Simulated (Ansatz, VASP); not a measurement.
**Two plane-wave programs on Be3S**

```
CELL_PARAMETERS angstrom
3.47637 0.00000 0.00000
0.00000 3.47637 0.00000
0.00000 0.00000 3.47637
ATOMIC_POSITIONS crystal
Be 0.00000 0.50000 0.50000
Be 0.50000 0.00000 0.50000
Be 0.50000 0.50000 0.00000
S 0.00000 0.00000 0.00000
```

Alike in both runs: functional PBE; k mesh 14 × 14 × 14; occupations gaussian, width 0.1 eV; no spin polarisation.

Ansatz relaxed the structure, and its values are those at the end. VASP's run is a single point on that final structure, the one shown.

```csv
,VASP,Ansatz
version,VASP 6.6.1,Ansatz 0.2.0
potentials or method,"VASP PAW PBE potentials, release 64 (Be, S), cutoff 520 eV","scalar-relativistic, plane waves, PAW"
valence electrons in the cell,12,12
```

Ansatz gave:

| Quantity | Value |
| --- | --- |
| gap on the k mesh at the Fermi level (eV) | none |
| pressure (GPa) | 0.0 |

Task: Estimate VASP's values.

Result: gap on the k mesh at the Fermi level (eV): none; pressure (GPa): 0.1.

A gap of «none» marks a metal or a gap that the smearing closes.
